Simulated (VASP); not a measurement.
Write the native input for VASP 6.6.1 that does the following.

| Item | Value |
| --- | --- |
| Task | single point |
| Functional | r2SCAN |
| Potentials or basis | VASP PAW PBE potentials, release 64 (Ti_sv, Al) |
| Cutoff | 520 eV |
| k mesh | 8 × 8 × 2 |
| Occupations | methfessel-paxton, width 0.1 eV |
| Spin | no spin polarisation |
| Dipole correction | no |
| Further INCAR settings | ALGO = Normal; EDIFF = 1e-07; NBANDS = 28 |

Ti3Al:

```
Ti Al
1.0
     2.92754    0.00000    0.00000
    -1.46377    2.53533    0.00000
     0.00000    0.00000    9.22636
Ti Al
3 1
Direct
  0.35222 0.68057 0.25483
  0.34791 0.69140 0.74630
  0.65209 0.34189 0.00035
  0.66040 0.32153 0.50111
```

The input as run:

POSCAR

```
Ti3Al
1.0
    2.9275422229      0.0000000000      0.0000000000
   -1.4637711114      2.5353259357      0.0000000000
    0.0000000000      0.0000000000      9.2263620000
Ti Al
3 1
Direct
    0.3522190000      0.6805740000      0.2548270000
    0.3479140000      0.6913960000      0.7463020000
    0.6520880000      0.3418930000      0.0003530000
    0.6604000000      0.3215280000      0.5011080000
```

INCAR.step1

```
SYSTEM = Ti3Al
  ALGO = Normal
  EDIFF = 1E-4
  ENCUT = 520
  GGA = PE
  ISMEAR = 1
  LASPH = .True.
  LCHARG = .False.
  LREAL = .False.
  LWAVE = .True.
  NBANDS = 28
  NELM = 60
  PREC = Accurate
  SIGMA = 0.1
```

INCAR.step2

```
SYSTEM = Ti3Al
  ALGO = Normal
  EDIFF = 1E-7
  ENCUT = 520
  ISIF = 2
  ISMEAR = 1
  ISTART = 1
  LASPH = .True.
  LCHARG = .True.
  LELF = .True.
  LMIXTAU = .True.
  LREAL = .False.
  LVHAR = .True.
  LWAVE = .False.
  METAGGA = R2SCAN
  NBANDS = 28
  NELM = 60
  PREC = Accurate
  SIGMA = 0.1
```

KPOINTS

```
k-points
0
Gamma
  8 8 2
  0 0 0
```

Potentials or basis: VASP PAW PBE potentials, release 64 (Ti_sv, Al).

Command:

```sh
$ cat potpaw_PBE.64/Ti_sv/POTCAR potpaw_PBE.64/Al/POTCAR > POTCAR
$ cp INCAR.step1 INCAR
$ mpirun -np 1 vasp_std > vasp.out
$ cp INCAR.step2 INCAR
$ mpirun -np 1 vasp_std > vasp.out
```

It gave:

```yaml
Pressure: -0.5 GPa
Largest_force: 0.374 eV/Å
Band_gap_on_the_k_mesh: zero (an odd number of electrons rules out a gap without spin polarisation)
```

Caveat: the PAW data sets were made with another functional, which shifts forces and pressure a little.

It took 6.7 min on 1 thread of Intel(R) Xeon(R) Platinum 8488C (Sapphire Rapids), with other jobs on the host, peak memory 0.27 GiB.
